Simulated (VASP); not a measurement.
# W (I4/mmm) in VASP: further runs

W is run at these levels: PBEsol; tasks: single point.

All numbers are computed with VASP 6.6.1; they aren't measurements. Logs are shortened: lines on timing, memory, paths and dates and some standing lists are left out, and cuts for length are marked.

### 1 The cell of the first run

It takes space group I4/mmm (No. 139, tetragonal). Conventional cell: a = 2.871 Å, b = 2.871 Å, c = 4.101 Å, α = 90.00°, β = 90.00°, γ = 90.00°. Within 3.8 Å of W (site symmetry 4/mmm) lie 12 W at 2.87 to 2.89 Å.

This isn't the form of W at room conditions, which is bcc.

### 2 Single point, PBEsol (strain +0.0100 x Voigt [0, 0, 1, 0, 0, 0])

INCAR

```
ALGO = Fast ; EDIFF = 1E-6
ENCUT = 520 ; GGA = PS
ISIF = 2 ; ISMEAR = 0
LASPH = True ; LCHARG = True
LELF = True ; LREAL = False
LVHAR = True ; LWAVE = False
NBANDS = 13 ; NELM = 60
PREC = Accurate ; SIGMA = 0.15
```

KPOINTS

```
k-points
0
Gamma
  20 20 20
```

POSCAR

```
W
1.0
    0.0000000000      2.0300000000      2.0503000000
    2.0300000000      0.0000000000      2.0503000000
    2.0300000000      2.0300000000      0.0000000000
W
1
Direct
    0.0000000000      0.0000000000      0.0000000000
```

Potentials or basis: VASP PAW PBE potentials, release 64 (W_sv).

Started as:

```
> cat potpaw_PBE.64/W_sv/POTCAR > POTCAR
> mpirun -np 1 vasp_std > vasp.out
```

OUTCAR:

```text
EDIFF = 1E-6
   ENCUT = 520
   GGA = PS
   ISIF = 2
   ISMEAR = 0
   LASPH = True
   LREAL = False
   NELM = 60
   PREC = Accurate

 ion  position               nearest neighbor table
   1  0.000  0.000  0.000-

  LATTYP: Found a body centered tetragonal cell.
 ALAT       =     2.8708535316
 C/A-ratio  =     1.4283556980

  Lattice vectors:

 A1 = (  -2.0300000000,   0.0000000000,   2.0503000000)
 A2 = (   2.0300000000,   0.0000000000,   2.0503000000)
 A3 = (   0.0000000000,   2.0300000000,  -2.0503000000)

Analysis of symmetry for initial positions (statically):
=====================================================================
 Subroutine PRICEL returns:
 Original cell was already a primitive cell.

 Routine SETGRP: Setting up the symmetry group for a
 body centered tetragonal supercell.

 Subroutine GETGRP returns: Found 16 space group operations
 (whereof 16 operations were pure point group operations)
 out of a pool of 16 trial point group operations.

The static configuration has the point symmetry D_4h.

Analysis of symmetry for dynamics (positions and initial velocities):
=====================================================================
 Subroutine PRICEL returns:
 Original cell was already a primitive cell.

 Routine SETGRP: Setting up the symmetry group for a
 body centered tetragonal supercell.

 Subroutine GETGRP returns: Found 16 space group operations
 (whereof 16 operations were pure point group operations)
 out of a pool of 16 trial point group operations.

The dynamic configuration has the point symmetry D_4h.

 Subroutine INISYM returns: Found 16 space group operations
 (whereof 16 operations are pure point group operations),
 and found     1 'primitive' translations

----------------------------------------------------------------------------------------

                                     Primitive cell

  volume of cell :      16.8982

  direct lattice vectors                    reciprocal lattice vectors
     0.000000000  2.030000000  2.050300000    -0.246305419  0.246305419  0.243866751
     2.030000000  0.000000000  2.050300000     0.246305419 -0.246305419  0.243866751
     2.030000000  2.030000000  0.000000000     0.246305419  0.246305419 -0.243866751

  length of vectors
     2.885243506  2.885243506  2.870853532     0.425210196  0.425210196  0.425210196

  position of ions in fractional coordinates (direct lattice)
     0.000000000  0.000000000  0.000000000

[... 78 lines left out ...]
   NSW    =      0    number of steps for IOM
   IBRION =     -1    ionic relax: 0-MD 1-quasi-New 2-CG
   NFREE  =      0    steps in history (QN), initial steepest desc. (CG)
   ISIF   =      2    stress and relaxation
   ISYM   =      2    0-nonsym 1-usesym 2-fastsym
   POTIM  = 0.5000    time-step for ionic-motion
   TEBEG  =    0.0;   TEEND  =   0.0 temperature during run
   PSTRESS=    0.0 pullay stress
   NELECT =      14.0000    total number of electrons
   NUPDOWN=      -1.0000    fix difference up-down
   EMIN   =  10.00;   EMAX   =-10.00  energy-range for DOS
   EFERMI =   0.00;   METHOD = LEGACY
   ISMEAR =     0;   SIGMA  =   0.15  broadening in eV -4-tet -1-fermi 0-gaus
   EFERMI_NEDOS =   21; number of points for ismear=-14 and -15
   IALGO  =     68    algorithm
   IMIX   =      4    mixing-type and parameters
     AMIX     =   0.40;   BMIX     =  1.00
     AMIX_MAG =   1.60;   BMIX_MAG =  1.00
  volume/ion in A,a.u.               =      16.90       114.03
  Fermi-wavevector in a.u.,A,eV,Ry     =   1.537580  2.905605 32.166238  2.364152
  Thomas-Fermi vector in A             =   2.644069
   LORBIT       =      0    0 simple, 1 ext, 2 COOP (PROOUT), +10 PAW based schemes
   GGA     = PS    functional components
   LHFCALC =     F    Hartree Fock is set to
   AEXX    =    0.0000 exact exchange contribution
   IVDW    =     0    specifies the selected vdW correction
   LEPSILON=     F    determine dielectric tensor
   LRPA    =     F    only Hartree local field effects (RPA)
 non-spin polarized calculation
 RMM-DIIS sequential band-by-band and
 Gauss-broadening in eV      SIGMA  =   0.15
  energy-cutoff  :      520.00
  volume of cell :       16.90
 maximum number of plane-waves:       469
 NGX is ok and might be reduce to    24
   NGX = 11   NGY = 11   NGZ = 11

 number of electron      14.0000001 magnetization

 Free energy of the ion-electron system (eV)
  ---------------------------------------------------
  ext. energy  EPLUGINS =         0.00000000
  ---------------------------------------------------
  free energy    TOTEN  =       -13.27444034 eV

  energy without entropy =      -13.25845598  energy(sigma->0) =      -13.26644816

 E-fermi :   9.9227     XC(G=0): -13.3941

 val. band max:        9.9195202381   @ k =   0.5000   0.0500   0.3500
 cond. band min:       9.9254297791   @ k =   0.4500   0.3500   0.0500
 fundamental gap:      0.0059095410
 Fermi energy:         9.9226623878

 k-point     1 :       0.0000    0.0000    0.0000
  band No.  band energies     occupation
      1     -63.7696      2.00000
      2     -27.4361      2.00000
      3     -27.4274      2.00000
      4     -27.4274      2.00000
      5       1.0711      2.00000
      6       9.3111      2.00000
      7       9.4376      2.00000
      8       9.4376      2.00000
      9      12.2856      0.00000
     10      12.4742      0.00000
     11      22.7145      0.00000
     12      27.5406      0.00000
     13      27.8536      0.00000
[... 354 lines left out ...]
  band No.  band energies     occupation
      1     -63.6906      2.00000
      2     -28.3053      2.00000
      3     -27.5854      2.00000
      4     -27.5326      2.00000
      5       4.3748      2.00000
      6       9.0587      2.00000
      7       9.2862      2.00000
      8       9.5499      1.99956
      9      13.4292      0.00000
     10      14.2951      0.00000
     11      21.1654      0.00000
     12      24.2784      0.00000
     13      29.4999      0.00000

 [... further k-points ...]
[... 5 lines left out ...]
  --------------------------------------------------------------------------------------
  -------------------------------------------------------------------------------------
  Total       -1.6534028     -1.6534028     -1.3141980      0.0000000      0.0000000     -0.0000000
  in kB     -156.7652405   -156.7652405   -124.6039794      0.0000000      0.0000000     -0.0000000
  external PRESSURE =    -146.0448201 kB  Pullay stress =       0.0000000 kB

 VOLUME and BASIS-vectors are now :
 -----------------------------------------------------------------------------
  energy-cutoff  :      520.00
  volume of cell :       16.90
      direct lattice vectors                 reciprocal lattice vectors
     0.000000000  2.030000000  2.050300000    -0.246305419  0.246305419  0.243866751
     2.030000000  0.000000000  2.050300000     0.246305419 -0.246305419  0.243866751
     2.030000000  2.030000000  0.000000000     0.246305419  0.246305419 -0.243866751

 POSITION                                       TOTAL-FORCE (eV/Angst)
 -----------------------------------------------------------------------------------
      0.00000      0.00000      0.00000         0.000000      0.000000      0.000000
 -----------------------------------------------------------------------------------
    total drift:                                0.000000      0.000000     -0.000000

  FREE ENERGIE OF THE ION-ELECTRON SYSTEM (eV)
  ---------------------------------------------------
  free  energy   TOTEN  =       -13.2744403405 eV

  energy  without entropy=      -13.2584559820  energy(sigma->0) =      -13.26644816
```

stdout:

```text
POSCAR found type information on POSCAR W
 POSCAR found :  1 types and       1 ions
 scaLAPACK will be used
 -----------------------------------------------------------------------------
|                                                                             |
|                                                                             |
|     You enforced a specific xc type in the INCAR file but a different       |
|     I HOPE YOU KNOW WHAT YOU ARE DOING!                                     |
|                                                                             |
 -----------------------------------------------------------------------------

 LDA part: xc-table for (Slater+PW92), standard interpolation
 POSCAR, INCAR and KPOINTS ok, starting setup
 FFT: planning ... GRIDC
 FFT: planning ... GRID_SOFT
 FFT: planning ... GRID
 WAVECAR not read
 entering main loop
WARNING in EDDRMM: call to ZHEGV failed, returncode =   6  3     13
WARNING in EDDRMM: call to ZHEGV failed, returncode =   8  4     12
```

Wall time 2.5 min (1 thread of Intel Xeon 8259CL, shared host); peak memory 0.25 GiB.

Results:

| Property | Result |
| --- | --- |
| Free energy | -13.2744 eV |
| Pressure | -14.6 GPa |
| Band gap on the k mesh | zero (bands 7 and 8 overlap by 3.46 eV) |

Stress tensor (GPa, compression positive):
```
-15.68   0.00   0.00
  0.00 -15.68   0.00
  0.00   0.00 -12.46
```

Levels at points of the mesh, in eV from the Fermi level:
```
           k point  band 3  band 4  band 5  band 6  band 7  band 8  band 9  band 10  band 11  band 12
(0.00, 0.00, 0.00)  -37.35  -37.35   -8.85   -0.61   -0.49   -0.49    2.36     2.55    12.79    17.62
(0.50, 0.00, 0.00)  -37.50  -37.48   -5.45   -0.82   -0.67    0.57    4.80     4.88     9.84    12.40
(0.50, 0.50, 0.00)  -37.72  -37.72   -5.31   -4.32    2.78    4.81    5.54     5.54    11.59    11.59
(0.50, 0.00, 0.50)  -37.75  -37.73   -5.29   -4.34    2.97    4.79    5.48     5.63    11.37    11.51
```

Caveat: the cell differs from its parent crystal (strain +0.0100 x Voigt [0, 0, 1, 0, 0, 0]); the cell stands under tension; the PAW data sets were made with another functional, which shifts forces and pressure a little; spin-orbit coupling is left out, which moves the levels of the heavy elements.

### 3 Single point, PBEsol (strain +0.0200 x Voigt [0, 0, 1, 0, 0, 0])

INCAR

```
ALGO = Fast ; EDIFF = 1E-6
ENCUT = 520 ; GGA = PS
ISIF = 2 ; ISMEAR = 0
LASPH = T ; LCHARG = T
LELF = T ; LREAL = F
LVHAR = T ; LWAVE = F
NBANDS = 13 ; NELM = 100
PREC = Accurate ; SIGMA = 0.15
```

KPOINTS is that of step 2.

POSCAR

```
W
1.0
    0.0000000000      2.0300000000      2.0706000000
    2.0300000000      0.0000000000      2.0706000000
    2.0300000000      2.0300000000      0.0000000000
W
1
Direct
    0.0000000000      0.0000000000      0.0000000000
```

Potentials or basis: VASP PAW PBE potentials, release 64 (W_sv).

Started as:

```
> cat potpaw_PBE.64/W_sv/POTCAR > POTCAR
> mpirun -np 1 vasp_std > vasp.out
```

It took 2.5 min on 1 thread of Intel Xeon 8259CL, shared host; peak memory 0.25 GiB.

Results (log left out):

```
Free energy            : -13.2613 eV
Pressure               : -16.9 GPa
Band gap on the k mesh : zero (bands 7 and 8 overlap by 3.46 eV)
```

Stress tensor (GPa, compression positive):
```
-18.87   0.00   0.00
  0.00 -18.87   0.00
  0.00   0.00 -13.08
```

Levels at points of the mesh, in eV from the Fermi level:
| k point | band 3 | band 4 | band 5 | band 6 | band 7 | band 8 | band 9 | band 10 | band 11 | band 12 |
| --- | --- | --- | --- | --- | --- | --- | --- | --- | --- | --- |
| (0.00, 0.00, 0.00) | -37.39 | -37.39 | -8.81 | -0.69 | -0.44 | -0.44 | 2.23 | 2.60 | 12.77 | 17.35 |
| (0.50, 0.00, 0.00) | -37.55 | -37.51 | -5.41 | -0.88 | -0.60 | 0.54 | 4.69 | 4.85 | 9.69 | 12.37 |
| (0.50, 0.50, 0.00) | -37.73 | -37.73 | -5.26 | -4.26 | 2.60 | 4.74 | 5.44 | 5.44 | 11.60 | 11.60 |
| (0.50, 0.00, 0.50) | -37.79 | -37.76 | -5.23 | -4.30 | 2.98 | 4.70 | 5.31 | 5.61 | 11.16 | 11.44 |

Caveat: the cell differs from its parent crystal (strain +0.0200 x Voigt [0, 0, 1, 0, 0, 0]); the cell stands under tension; the PAW data sets were made with another functional, which shifts forces and pressure a little; spin-orbit coupling is left out, which moves the levels of the heavy elements.

### 4 Single point, PBEsol (strain +0.0300 x Voigt [0, 0, 1, 0, 0, 0])

INCAR

```
PREC     = Accurate       # precision mode
ENCUT    = 520            # plane-wave cutoff, eV
EDIFF    = 1E-6           # SCF threshold, eV
ISMEAR   = 0              # smearing method
SIGMA    = 0.15           # smearing width, eV
LREAL    = F              # projectors in reciprocal space
LASPH    = T              # aspherical terms in the spheres
NELM     = 60             # most SCF steps
ALGO     = Fast           # electronic algorithm
ISIF     = 2              # what is computed and relaxed
LWAVE    = F              # write WAVECAR
LCHARG   = F              # write CHGCAR
GGA      = PS             # functional
NBANDS   = 13             # bands
```

KPOINTS

```
regular mesh
0
Gamma
  20 20 20
```

POSCAR

```
W
1.0
    0.0000000000      2.0300000000      2.0909000000
    2.0300000000      0.0000000000      2.0909000000
    2.0300000000      2.0300000000      0.0000000000
W
1
Direct
    0.0000000000      0.0000000000      0.0000000000
```

Potentials or basis: VASP PAW PBE potentials, release 64 (W_sv).

Started as:

```
> cat potpaw_PBE.64/W_sv/POTCAR > POTCAR
> mpirun -np 1 vasp_std > vasp.out
```

OUTCAR:

```text
PREC = Accurate
   ENCUT = 520
   EDIFF = 1E-6
   ISMEAR = 0
   LREAL = F
   LASPH = T
   NELM = 60
   ISIF = 2
   GGA = PS

 ion  position               nearest neighbor table
   1  0.000  0.000  0.000-

  LATTYP: Found a body centered tetragonal cell.
 ALAT       =     2.8708535316
 C/A-ratio  =     1.4566399692

  Lattice vectors:

 A1 = (  -2.0300000000,   0.0000000000,   2.0909000000)
 A2 = (   2.0300000000,   0.0000000000,   2.0909000000)
 A3 = (   0.0000000000,   2.0300000000,  -2.0909000000)

Analysis of symmetry for initial positions (statically):
[... 555 lines left out ...]
      6       8.7858      2.00000
      7       8.9329      2.00000
      8       9.4433      1.97803
      9      13.0641      0.00000
     10      13.9556      0.00000
     11      20.7145      0.00000
     12      23.8409      0.00000
     13      28.9014      0.00000

 [... further k-points ...]
[... 5 lines left out ...]
  --------------------------------------------------------------------------------------
  -------------------------------------------------------------------------------------
  Total       -2.3369847     -2.3369847     -1.5145677      0.0000000      0.0000000     -0.0000000
  in kB     -217.2756837   -217.2756837   -140.8133884      0.0000000      0.0000000     -0.0000000
  external PRESSURE =    -191.7882519 kB  Pullay stress =       0.0000000 kB

 VOLUME and BASIS-vectors are now :
 -----------------------------------------------------------------------------
  energy-cutoff  :      520.00
  volume of cell :       17.23
      direct lattice vectors                 reciprocal lattice vectors
     0.000000000  2.030000000  2.090900000    -0.246305419  0.246305419  0.239131474
     2.030000000  0.000000000  2.090900000     0.246305419 -0.246305419  0.239131474
     2.030000000  2.030000000  0.000000000     0.246305419  0.246305419 -0.239131474

 POSITION                                       TOTAL-FORCE (eV/Angst)
 -----------------------------------------------------------------------------------
      0.00000      0.00000      0.00000         0.000000      0.000000      0.000000
 -----------------------------------------------------------------------------------
    total drift:                               -0.000000      0.000000     -0.000000

  FREE ENERGIE OF THE ION-ELECTRON SYSTEM (eV)
  ---------------------------------------------------
  free  energy   TOTEN  =       -13.2472330122 eV

  energy  without entropy=      -13.2323344136  energy(sigma->0) =      -13.23978371
```

OSZICAR:

```text
N       E                     dE             d eps       ncg     rms          rms(c)
DAV:   1     0.843597398590E+02    0.84360E+02   -0.75175E+03 16764   0.121E+03
DAV:   2    -0.122884297984E+02   -0.96648E+02   -0.93162E+02 18781   0.314E+02
DAV:   3    -0.139892495754E+02   -0.17008E+01   -0.16905E+01 18426   0.403E+01
DAV:   4    -0.139970457136E+02   -0.77961E-02   -0.77958E-02 18566   0.301E+00
DAV:   5    -0.139971187397E+02   -0.73026E-04   -0.73026E-04 18741   0.276E-01    0.180E+01
RMM:   6    -0.133919493788E+02    0.60517E+00   -0.50880E-01 18088   0.643E+00    0.692E+00
RMM:   7    -0.132513753105E+02    0.14057E+00   -0.31809E-01 18169   0.503E+00    0.925E-01
RMM:   8    -0.132476255664E+02    0.37497E-02   -0.12850E-02 20565   0.119E+00    0.234E-01
RMM:   9    -0.132472479079E+02    0.37766E-03   -0.17202E-03 20104   0.476E-01    0.350E-02
RMM:  10    -0.132472363050E+02    0.11603E-04   -0.27340E-04 21006   0.197E-01    0.168E-02
RMM:  11    -0.132472324464E+02    0.38586E-05   -0.29167E-05 21611   0.665E-02    0.154E-03
RMM:  12    -0.132472330122E+02   -0.56583E-06   -0.70941E-06 18408   0.315E-02
   1 F= -.13247233E+02 E0= -.13239784E+02  d E =-.148986E-01
```

It took 2.1 min on 1 thread of Intel Xeon 8259CL, shared host; peak memory 0.26 GiB.

What came out:

```
Free energy            : -13.2472 eV
Pressure               : -19.2 GPa
Band gap on the k mesh : zero (bands 7 and 8 overlap by 3.45 eV)
```

Stress tensor (GPa, compression positive):
```
-21.73   0.00   0.00
  0.00 -21.73   0.00
  0.00   0.00 -14.08
```

Levels at points of the mesh, in eV from the Fermi level:
```
           k point  band 3  band 4  band 5  band 6  band 7  band 8  band 9  band 10  band 11  band 12
(0.00, 0.00, 0.00)  -37.43  -37.43   -8.77   -0.77   -0.40   -0.40    2.08     2.64    12.75    17.09
(0.50, 0.00, 0.00)  -37.60  -37.54   -5.37   -0.94   -0.53    0.50    4.57     4.80     9.55    12.34
(0.50, 0.50, 0.00)  -37.76  -37.76   -5.22   -4.20    2.42    4.68    5.34     5.34    11.57    11.61
(0.50, 0.00, 0.50)  -37.84  -37.80   -5.18   -4.26    2.98    4.60    5.15     5.60    10.96    11.36
```

Caveat: the cell differs from its parent crystal (strain +0.0300 x Voigt [0, 0, 1, 0, 0, 0]); the cell stands under tension; the PAW data sets were made with another functional, which shifts forces and pressure a little; spin-orbit coupling is left out, which moves the levels of the heavy elements.

### 5 Overview

| cell | gap on the mesh (eV) | pressure (GPa) |
| --- | --- | --- |
| a = 2.885, b = 2.885, c = 2.871 Å, angles 60.2, 60.2, 59.7°, 1 atom | none | -14.6 |
| a = 2.900, b = 2.900, c = 2.871 Å, angles 60.3, 60.3, 59.3°, 1 atom | none | -16.9 |
| a = 2.914, b = 2.914, c = 2.871 Å, angles 60.5, 60.5, 59.0°, 1 atom | none | -19.2 |

Alike in all rows: task single point; level PBEsol; potentials or basis VASP PAW PBE potentials, release 64 (W_sv); no spin polarisation; k mesh 20 × 20 × 20; cutoff (eV) 520; smearing gaussian 0.15 eV.

Caveats: the cell stands under tension; the PAW data sets were made with another functional, which shifts forces and pressure a little; spin-orbit coupling is left out, which moves the levels of the heavy elements.

Total energies depend on the potentials used, so only differences within one code and one set of settings carry meaning.
